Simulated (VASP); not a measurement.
# Zn2Cd3Se5 (I-4m2) in VASP: single point with PBE

Aim: the single point of Zn2Cd3Se5 with PBE.

All numbers are computed with VASP 6.6.1; they aren't measurements. Logs are shortened: lines on timing, memory, paths and dates and some standing lists are left out, and cuts for length are marked.

## (1) The cell of the first run

It takes space group I-4m2 (No. 119, tetragonal). Conventional cell: a = 4.094 Å, b = 4.094 Å, c = 28.949 Å, α = 90.00°, β = 90.00°, γ = 90.00°. Zn (site symmetry 2mm) has 4 Se at 2.51 Å within 3.3 Å. Cd (site symmetry 2mm) has 4 Se at 2.51 Å within 3.3 Å. Within 3.3 Å of Cd (site symmetry -4m2) lie 4 Se at 2.51 Å. Se (site symmetry 2mm) has 2 Zn at 2.51 Å and 2 Cd at 2.51 Å within 3.3 Å. Se (site symmetry -4m2) has 4 Cd at 2.51 Å within 3.3 Å. Within 3.3 Å of Se (site symmetry 2mm) lie 2 Zn at 2.51 Å and 2 Cd at 2.51 Å.

## (2) Single point, PBE

INCAR reads:

```
PREC = Accurate ; ENCUT = 520
EDIFF = 1E-6 ; ISMEAR = 0
SIGMA = 0.1 ; LREAL = False
LASPH = True ; NELM = 100
ALGO = Normal ; ISIF = 2
LWAVE = False ; LCHARG = False
GGA = PE ; NBANDS = 56
```

KPOINTS reads:

```
regular mesh
0
Gamma
  6 6 6
```

POSCAR reads:

```
Zn2Cd3Se5
1.0
   -2.0469745800      2.0469745800     14.4742960600
    2.0469745800     -2.0469745800     14.4742960600
    2.0469745800      2.0469745800    -14.4742960600
Zn Cd Se
2 3 5
Direct
    0.6000000000      0.6000000000      0.0000000000
    0.4000000000      0.4000000000      0.0000000000
    0.2000000000      0.2000000000      0.0000000000
    0.8000000000      0.8000000000      0.0000000000
    0.0000000000      0.0000000000      0.0000000000
    0.1500000000      0.6500000000      0.5000000000
    0.7500000000      0.2500000000      0.5000000000
    0.3500000000      0.8500000000      0.5000000000
    0.9500000000      0.4500000000      0.5000000000
    0.5500000000      0.0500000000      0.5000000000
```

Potentials or basis: VASP PAW PBE potentials, release 64 (Zn, Cd, Se).

The run is started by

```
$ cat potpaw_PBE.64/Zn/POTCAR potpaw_PBE.64/Cd/POTCAR potpaw_PBE.64/Se/POTCAR > POTCAR
$ mpirun -np 1 vasp_std > vasp.out
```

OUTCAR:

```text
PREC = Accurate
   ENCUT = 520
   EDIFF = 1E-6
   ISMEAR = 0
   LREAL = False
   LASPH = True
   NELM = 100
   ISIF = 2
   GGA = PE

 ion  position               nearest neighbor table
   1  0.600  0.600  0.000-   6 2.51   6 2.51  10 2.51  10 2.51
   2  0.400  0.400  0.000-   8 2.51   8 2.51   9 2.51   9 2.51
   3  0.200  0.200  0.000-   7 2.51   7 2.51   6 2.51   6 2.51
   4  0.800  0.800  0.000-   7 2.51   7 2.51   8 2.51   8 2.51
   5  0.000  0.000  0.000-  10 2.51   9 2.51  10 2.51   9 2.51
   6  0.150  0.650  0.500-   1 2.51   1 2.51   3 2.51   3 2.51
   7  0.750  0.250  0.500-   4 2.51   3 2.51   4 2.51   3 2.51
   8  0.350  0.850  0.500-   2 2.51   2 2.51   4 2.51   4 2.51
   9  0.950  0.450  0.500-   5 2.51   5 2.51   2 2.51   2 2.51
  10  0.550  0.050  0.500-   5 2.51   5 2.51   1 2.51   1 2.51

  LATTYP: Found a body centered tetragonal cell.
 ALAT       =     4.0939491600
 C/A-ratio  =     7.0710678097

  Lattice vectors:

 A1 = (  -2.0469745800,   2.0469745800,  14.4742960600)
 A2 = (   2.0469745800,  -2.0469745800,  14.4742960600)
 A3 = (   2.0469745800,   2.0469745800, -14.4742960600)

Analysis of symmetry for initial positions (statically):
=====================================================================
 Subroutine PRICEL returns:
 Original cell was already a primitive cell.

 Routine SETGRP: Setting up the symmetry group for a
 body centered tetragonal supercell.

 Subroutine GETGRP returns: Found  8 space group operations
 (whereof  8 operations were pure point group operations)
 out of a pool of 16 trial point group operations.

The static configuration has the point symmetry D_2d.

Analysis of symmetry for dynamics (positions and initial velocities):
=====================================================================
 Subroutine PRICEL returns:
 Original cell was already a primitive cell.

 Routine SETGRP: Setting up the symmetry group for a
 body centered tetragonal supercell.

 Subroutine GETGRP returns: Found  8 space group operations
 (whereof  8 operations were pure point group operations)
 out of a pool of 16 trial point group operations.

The dynamic configuration has the point symmetry D_2d.

 Subroutine INISYM returns: Found  8 space group operations
 (whereof  8 operations are pure point group operations),
 and found     1 'primitive' translations

----------------------------------------------------------------------------------------

                                     Primitive cell

  volume of cell :     242.5953

  direct lattice vectors                    reciprocal lattice vectors
    -2.046974580  2.046974580 14.474296060     0.000000000  0.244262926  0.034543994
     2.046974580 -2.046974580 14.474296060     0.244262926  0.000000000  0.034543994
     2.046974580  2.046974580-14.474296060     0.244262926  0.244262926  0.000000000

  length of vectors
    14.760943611 14.760943611 14.760943611     0.246693463  0.246693463  0.345439942

  position of ions in fractional coordinates (direct lattice)
     0.600000000  0.600000000  0.000000000
     0.400000000  0.400000000  0.000000000
     0.200000000  0.200000000  0.000000000
     0.800000000  0.800000000  0.000000000
     0.000000000  0.000000000  0.000000000
     0.150000000  0.650000000  0.500000000
     0.750000000  0.250000000  0.500000000
     0.350000000  0.850000000  0.500000000
     0.950000000  0.450000000  0.500000000
     0.550000000  0.050000000  0.500000000

  ion indices of the primitive-cell ions
   primitive index   ion index
                 1           1
                 2           2
                 3           3
                 4           4
                 5           5
                 6           6
                 7           7
                 8           8
                 9           9
                10          10

----------------------------------------------------------------------------------------

 KPOINTS: regular mesh

Automatic generation of k-mesh.
 Grid dimensions read from file:
 generate k-points for:    6    6    6

 Generating k-lattice:

  Cartesian coordinates                     Fractional coordinates (reciprocal lattice)
     0.000000000  0.040710488  0.005757332     0.166666667  0.000000000  0.000000000
     0.040710488  0.000000000  0.005757332     0.000000000  0.166666667  0.000000000
     0.040710488  0.040710488  0.000000000     0.000000000  0.000000000  0.166666667

  Length of vectors
     0.041115577  0.041115577  0.057573324

  Shift w.r.t. Gamma in fractional coordinates (k-lattice)
     0.000000000  0.000000000  0.000000000

 Subroutine IBZKPT returns following result:
 ===========================================

 Found     30 irreducible k-points:

 Following reciprocal coordinates:
            Coordinates               Weight
  0.000000  0.000000  0.000000      1.000000
  0.166667  0.000000  0.000000      8.000000
  0.333333  0.000000  0.000000      8.000000
  0.500000 -0.000000  0.000000      4.000000
  0.166667  0.166667 -0.000000      8.000000
  0.333333  0.166667 -0.000000     16.000000
[... 16 lines left out ...]
 -0.333333 -0.333333  0.166667      8.000000
 -0.166667 -0.333333  0.166667      8.000000
 [... further k-points ...]
   k-points           NKPTS =     30   k-points in BZ     NKDIM =     30   number of bands    NBANDS=     56
   number of dos      NEDOS =    301   number of ions     NIONS =     10
   total plane-waves  NPLWV = ******
   dimension x,y,z NGX =   112 NGY =  112 NGZ =  112
   dimension x,y,z NGXF=   224 NGYF=  224 NGZF=  224
   ions per type =               2   3   5
   NGX,Y,Z   is equivalent  to a cutoff of  12.61, 12.61, 12.61 a.u.
   NGXF,Y,Z  is equivalent  to a cutoff of  25.23, 25.23, 25.23 a.u.
 SYSTEM =  unknown system
   PREC   = accura    normal or accurate (medium, high low for compatibility)
   ISTART =      0    job   : 0-new  1-cont  2-samecut
   ICHARG =      2    charge: 1-file 2-atom 10-const
   ISPIN  =      1    spin polarized calculation?
   LNONCOLLINEAR =      F non collinear calculations
   LSORBIT =      F    spin-orbit coupling
   LASPH  =      T    aspherical Exc in radial PAW
   ENCUT  =  520.0 eV  38.22 Ry    6.18 a.u.  27.45 27.45 27.45*2*pi/ulx,y,z
   NELM   =    100;   NELMIN=  2; NELMDL= -5     # of ELM steps
   EDIFF  = 0.1E-05   stopping-criterion for ELM
   LREAL  =      F    real-space projection
   EDIFFG = 0.1E-04   stopping-criterion for IOM
   NSW    =      0    number of steps for IOM
   IBRION =     -1    ionic relax: 0-MD 1-quasi-New 2-CG
   NFREE  =      0    steps in history (QN), initial steepest desc. (CG)
   ISIF   =      2    stress and relaxation
   ISYM   =      2    0-nonsym 1-usesym 2-fastsym
   POTIM  = 0.5000    time-step for ionic-motion
   TEBEG  =    0.0;   TEEND  =   0.0 temperature during run
   PSTRESS=    0.0 pullay stress
   NELECT =      90.0000    total number of electrons
   NUPDOWN=      -1.0000    fix difference up-down
   EMIN   =  10.00;   EMAX   =-10.00  energy-range for DOS
   EFERMI =   0.00;   METHOD = LEGACY
   ISMEAR =     0;   SIGMA  =   0.10  broadening in eV -4-tet -1-fermi 0-gaus
   EFERMI_NEDOS =   21; number of points for ismear=-14 and -15
   IALGO  =     38    algorithm
   IMIX   =      4    mixing-type and parameters
     AMIX     =   0.40;   BMIX     =  1.00
     AMIX_MAG =   1.60;   BMIX_MAG =  1.00
  volume/ion in A,a.u.               =      24.26       163.71
  Fermi-wavevector in a.u.,A,eV,Ry     =   1.176327  2.222936 18.827010  1.383746
  Thomas-Fermi vector in A             =   2.312693
   LORBIT       =      0    0 simple, 1 ext, 2 COOP (PROOUT), +10 PAW based schemes
   GGA     = PE    functional components
   LHFCALC =     F    Hartree Fock is set to
   AEXX    =    0.0000 exact exchange contribution
   IVDW    =     0    specifies the selected vdW correction
   LEPSILON=     F    determine dielectric tensor
   LRPA    =     F    only Hartree local field effects (RPA)
 non-spin polarized calculation
 Gauss-broadening in eV      SIGMA  =   0.10
  energy-cutoff  :      520.00
  volume of cell :      242.60
 maximum number of plane-waves:      6563
 NGX is ok and might be reduce to   112
   NGX = 55   NGY = 55   NGZ = 55

 number of electron      89.9999996 magnetization

 Free energy of the ion-electron system (eV)
  ---------------------------------------------------
  ext. energy  EPLUGINS =         0.00000000
  ---------------------------------------------------
  free energy    TOTEN  =       -27.24397308 eV

  energy without entropy =      -27.24397308  energy(sigma->0) =      -27.24397308

 E-fermi :   2.2226     XC(G=0):  -9.3610

 val. band max:        1.7956623959   @ k =   0.0000   0.0000   0.0000
 cond. band min:       2.7450066206   @ k =   0.0000   0.0000   0.0000
 fundamental gap:      0.9493442247
 Fermi energy:         2.2226203306

 k-point     1 :       0.0000    0.0000    0.0000
  band No.  band energies     occupation
      1     -11.5199      2.00000
      2     -11.2801      2.00000
      3     -11.2188      2.00000
      4     -10.8425      2.00000
      5     -10.7568      2.00000
      6      -6.5677      2.00000
[... 48 lines left out ...]
     55       7.6192      0.00000
     56       7.6316      0.00000

 k-point     2 :       0.1667    0.0000    0.0000
  band No.  band energies     occupation
      1     -11.4310      2.00000
      2     -11.2267      2.00000
      3     -11.1403      2.00000
      4     -10.8349      2.00000
      5     -10.7454      2.00000
      6      -6.5544      2.00000
[... 48 lines left out ...]
     55       7.3751      0.00000
     56       7.8095      0.00000

 k-point     3 :       0.3333    0.0000    0.0000
  band No.  band energies     occupation
      1     -11.2355      2.00000
      2     -11.0718      2.00000
      3     -10.9885      2.00000
      4     -10.8286      2.00000
      5     -10.7595      2.00000
      6      -6.5214      2.00000
[... 1172 lines left out ...]
 k-point    23 :      -0.3333   -0.3333    0.1667
  band No.  band energies     occupation
      1     -11.3400      2.00000
      2     -11.2084      2.00000
      3     -11.0188      2.00000
      4     -10.8560      2.00000
      5     -10.7167      2.00000
      6      -6.5297      2.00000
[... 48 lines left out ...]
     55       7.3023      0.00000
     56       8.0782      0.00000

 k-point    24 :      -0.1667   -0.3333    0.1667
  band No.  band energies     occupation
      1     -11.4223      2.00000
      2     -11.2689      2.00000
      3     -11.0894      2.00000
      4     -10.8671      2.00000
      5     -10.7307      2.00000
      6      -6.5544      2.00000
[... 48 lines left out ...]
     55       7.4689      0.00000
     56       7.8712      0.00000

 [... further k-points ...]
[... 5 lines left out ...]
  --------------------------------------------------------------------------------------
  -------------------------------------------------------------------------------------
  Total       13.0166957     13.0166957     12.8867627      0.0000000      0.0000000     -0.0000000
  in kB       85.9664497     85.9664497     85.1083308      0.0000000      0.0000000     -0.0000000
  external PRESSURE =      85.6804101 kB  Pullay stress =       0.0000000 kB

 VOLUME and BASIS-vectors are now :
 -----------------------------------------------------------------------------
  energy-cutoff  :      520.00
  volume of cell :      242.60
      direct lattice vectors                 reciprocal lattice vectors
    -2.046974580  2.046974580 14.474296060     0.000000000  0.244262926  0.034543994
     2.046974580 -2.046974580 14.474296060     0.244262926  0.000000000  0.034543994
     2.046974580  2.046974580-14.474296060     0.244262926  0.244262926  0.000000000

 POSITION                                       TOTAL-FORCE (eV/Angst)
 -----------------------------------------------------------------------------------
      0.00000      0.00000     17.36916         0.000000     -0.000000     -0.002696
      0.00000      0.00000     11.57944         0.000000     -0.000000      0.002696
      0.00000      0.00000      5.78972         0.000000     -0.000000     -0.073810
      0.00000      0.00000     23.15887         0.000000     -0.000000      0.073810
      0.00000      0.00000      0.00000         0.000000     -0.000000     -0.000000
      2.04697     -0.00000      4.34229        -0.000000      0.000000     -1.602874
      0.00000      2.04697      7.23715         0.000000     -0.000000     -0.000000
      2.04697      0.00000     10.13201        -0.000000      0.000000      1.602874
      0.00000      2.04697     13.02687         0.000000     -0.000000     -1.597655
      0.00000      2.04697      1.44743         0.000000     -0.000000      1.597655
 -----------------------------------------------------------------------------------
    total drift:                               -0.000002      0.000002     -0.000000

  FREE ENERGIE OF THE ION-ELECTRON SYSTEM (eV)
  ---------------------------------------------------
  free  energy   TOTEN  =       -27.2439730770 eV

  energy  without entropy=      -27.2439730769  energy(sigma->0) =      -27.24397308
```

It took 62 min on 1 thread of Intel Xeon Platinum 8375C at 2.90GHz (Ice Lake), shared host; peak memory 2.2 GiB.

What came out:

```yaml
Free_energy: -27.2440 eV
Pressure: 8.6 GPa
Largest_force: 1.603 eV/Å
Band_gap_on_the_k_mesh: 0.95 eV, direct
```

Forces on the atoms (eV/Å):
```
Zn   0.000  0.000 -0.003
Zn   0.000  0.000  0.003
Cd   0.000  0.000 -0.074
Cd   0.000  0.000  0.074
Cd   0.000  0.000  0.000
Se   0.000  0.000 -1.603
Se   0.000  0.000  0.000
Se   0.000  0.000  1.603
Se   0.000  0.000 -1.598
Se   0.000  0.000  1.598
```

Levels at points of the mesh, in eV from the valence-band top:
```tsv
k point	band 41	band 42	band 43	band 44	band 45	band 46	band 47	band 48	band 49	band 50
(0.00, 0.00, 0.00)	-0.82	-0.82	-0.01	0.00	0.00	0.95	3.04	3.11	3.18	3.31
(0.50, 0.00, 0.00)	-1.04	-0.90	-0.89	-0.85	-0.82	2.36	3.00	3.11	3.80	4.13
(0.50, 0.50, 0.00)	-2.43	-2.41	-2.41	-2.25	-2.23	2.93	3.47	3.49	3.49	4.09
(0.50, 0.50, 0.50)	-0.98	-0.32	-0.32	-0.24	-0.24	1.99	2.02	2.93	3.48	3.65
```

Caveat: forces of over 1 eV/Å act on the atoms, so gaps and moduli don't describe the material at rest.
